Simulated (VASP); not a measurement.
Input of a VASP 6.6.1 run:

Contents of INCAR:

```
PREC = Accurate ; ENCUT = 520
EDIFF = 1E-6 ; ISMEAR = 0
SIGMA = 0.05 ; LREAL = F
LASPH = T ; NELM = 60
ALGO = Normal ; ISIF = 2
LWAVE = F ; LCHARG = F
GGA = PE ; NBANDS = 26
```

The input KPOINTS:

```
regular mesh
0
Gamma
  8 6 4
```

Contents of POSCAR:

```
AlN
1.0
   -1.6567491617      2.8695737234      0.0000000000
    0.0000000000      0.0000000000      4.1874629526
    4.9702474850      2.8695737234      0.0000000000
Al N
4 4
Direct
    0.5380262755      0.7500000000      0.1286403912
    0.0000000000      0.7500000000      0.6666666667
    0.0000000000      0.2500000000      0.3333333333
    0.5000000000      0.2500000000      0.8333333333
    0.5000000000      0.2500000000      0.1666666667
    0.0000000000      0.2500000000      0.6666666667
    0.0000000000      0.7500000000      0.3333333333
    0.5000000000      0.7500000000      0.8333333333
```

Potentials or basis: VASP PAW PBE potentials, release 64 (Al, N).

Launch:

```console
$ cat potpaw_PBE.64/Al/POTCAR potpaw_PBE.64/N/POTCAR > POTCAR
$ mpirun -np 1 vasp_std > vasp.out
```

Task: What does it give for the pressure?

Result: 2.6 GPa.

Task: What does it give for the largest force?

Result: 6.353 eV/Å.

Stress tensor (GPa, compression positive):
```
5.17 6.27 0.00
6.27 2.42 0.00
0.00 0.00 0.09
```

Caveat: the cell differs from its parent crystal (atom 1 (Al) moved by -0.252 Å along [1 0 0] and +0.000 Å along [1 2 0]); the stress differs along the axes, from 0 to 5 GPa; forces of over 1 eV/Å act on the atoms, so gaps and moduli don't describe the material at rest.
